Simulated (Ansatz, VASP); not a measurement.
BaZrO3 in VASP and in Ansatz

The input POSCAR:

```
BaZrO3
1.0
    4.2050464628      0.0000000000      0.0000000000
    0.0000000000      4.2050464628      0.0000000000
    0.0000000000      0.0000000000      4.2050464628
Ba Zr O
1 1 3
Direct
    0.0000000000      0.0000000000      0.0000000000
    0.5000000000      0.5000000000      0.5000000000
    0.0000000000      0.5000000000      0.5000000000
    0.5000000000      0.5000000000      0.0000000000
    0.5285371401      0.0000000000      0.5000000000
```

The input INCAR.step1:

```
PREC = Accurate
ENCUT = 520
ISMEAR = 0
SIGMA = 0.05
LREAL = F
LASPH = T
NELM = 100
NBANDS = 28
GGA = PE
ALGO = Normal
EDIFF = 1E-4
LWAVE = T
LCHARG = F
```

INCAR.step2

```
PREC = Accurate
ENCUT = 520
EDIFF = 1E-6
ISMEAR = 0
SIGMA = 0.05
LREAL = F
LASPH = T
NELM = 100
ALGO = Normal
ISIF = 2
LWAVE = F
LCHARG = F
METAGGA = R2SCAN
LMIXTAU = T
NBANDS = 28
ISTART = 1
```

File KPOINTS:

```
Automatic mesh
0
Gamma
  6 6 6
```

Input for Ansatz:

```yaml
crystal:
  lattice:
    - [4.2050464628, 0.0, 0.0]
    - [0.0, 4.2050464628, 0.0]
    - [0.0, 0.0, 4.2050464628]
  atoms:
    - { symbol: Ba, position: [0.0, 0.0, 0.0] }
    - { symbol: Zr, position: [0.5, 0.5, 0.5] }
    - { symbol: O, position: [0.0, 0.5, 0.5] }
    - { symbol: O, position: [0.5, 0.5, 0.0] }
    - { symbol: O, position: [0.5285371401, 0.0, 0.5] }
basis:
  ecutwfc: 500
  ecutrho_ratio: 4
kpoints:
  mp_grid: { grid: [6, 6, 6] }
hamiltonian:
  xc: r2scan
scf:
  occupations: { method: gaussian, width: 0.05 }
output:
  forces: true
  stress: true
  eigenvalues: true
  write_density: true
  write_potential: true
  elf: true
  volumetric_format: npy
```

Alike in both runs: task single point; functional r2SCAN; k mesh 6 × 6 × 6; occupations gaussian, width 0.05 eV; no spin polarisation.

```csv
,VASP,Ansatz
version,VASP 6.6.1,Ansatz 0.2.0
potentials or method,"VASP PAW PBE potentials, release 64 (Ba_sv, Zr_sv, O), cutoff 520 eV","scalar-relativistic, plane waves, PAW"
valence electrons in the cell,40,40
```

```tsv
	VASP	Ansatz	Ansatz less VASP
gap on the k mesh at the Fermi level (eV)	3.66	3.71	+0.053
least direct gap on the mesh (eV)	3.93	3.95	+0.026
pressure (GPa)	1.0	-0.1	-1.03
traceless stress, the component that is largest in VASP (GPa)	-0.29	-0.27	+0.017
rms of the force components (eV/Å)	0.148	0.145	-0.0028
```

VASP's potentials were made for PBE, not for r2SCAN. Atom by atom the forces differ by 0.008 eV/Å (rms over components). With one functional, cell and mesh, what is left measures potentials, basis and numerics.

Neither program's run includes spin-orbit coupling.
